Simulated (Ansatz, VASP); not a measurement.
# One calculation of AgBr, two programs

```
Ag Br
1.0
     0.00000    2.89276    2.89276
     2.89276    0.00000    2.89276
     2.89276    2.89276    0.00000
Ag Br
1 1
Direct
  0.00000 0.00000 0.00000
  0.50000 0.50000 0.50000
```

Alike in both runs: task single point; functional PBE0; k mesh 4 × 4 × 4; no spin polarisation.

```csv
,VASP,Ansatz
version,VASP 6.6.1,Ansatz 0.2.0
potentials or method,"VASP PAW PBE potentials, release 64 (Ag, Br)",plane waves
plane-wave cutoff (eV),400,420
occupations,"gaussian, width 0.01 eV",fixed
valence electrons in the cell,18,26
```

VASP gave:

```
gap on the k mesh at the Fermi level (eV) : 2.73
pressure (GPa)                            : 0.6
```

Task: Estimate Ansatz's values.

Result: gap on the k mesh at the Fermi level (eV): 2.72; pressure (GPa): 1.0.

VASP's potentials hold 18 valence electrons a cell and Ansatz's 26, so a difference there can come from the potentials and not from the codes. Ansatz's warnings: stress exchange threshold loose, stress scf threshold loose.

The k mesh is coarse, so the values compare programs but aren't converged.
